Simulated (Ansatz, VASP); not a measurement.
# One calculation of Hf4F, two programs

```xyz
5
Lattice="3.2048 0.0000 0.0000 -1.6024 2.7755 0.0000 0.0000 0.0000 24.5281" Properties=species:S:1:pos:R:3 pbc="T T T"
Hf    1.6024    0.9252    4.0000
Hf    0.0000    1.8503    6.5338
Hf    1.6024    0.9252    9.1563
Hf    0.0000    1.8503   11.5281
F     4.2731   -0.6168   13.6181
```

Alike in both runs: task single point; functional PBE; k mesh 9 × 9 × 1; occupations gaussian, width 0.1 eV; no spin polarisation.

|  | VASP | Ansatz |
| --- | --- | --- |
| version | VASP 6.6.1 | Ansatz 0.2.0 |
| potentials or method | VASP PAW PBE potentials, release 64 (Hf_pv, F), cutoff 520 eV | scalar-relativistic, plane waves, PAW |
| valence electrons in the cell | 47 | 111 |

Ansatz gave:

- gap on the k mesh at the Fermi level (eV): none
- rms of the force components (eV/Å): 1.535

Question: What did VASP give for the same quantities?

Answer: gap on the k mesh at the Fermi level (eV): none; rms of the force components (eV/Å): 1.552.

Atom by atom the forces differ by 0.023 eV/Å (rms over components). A gap of «none» marks a metal or a gap that the smearing closes. VASP's potentials hold 47 valence electrons a cell and Ansatz's 111, so a difference there can come from the potentials and not from the codes.

Neither program's run includes spin-orbit coupling.
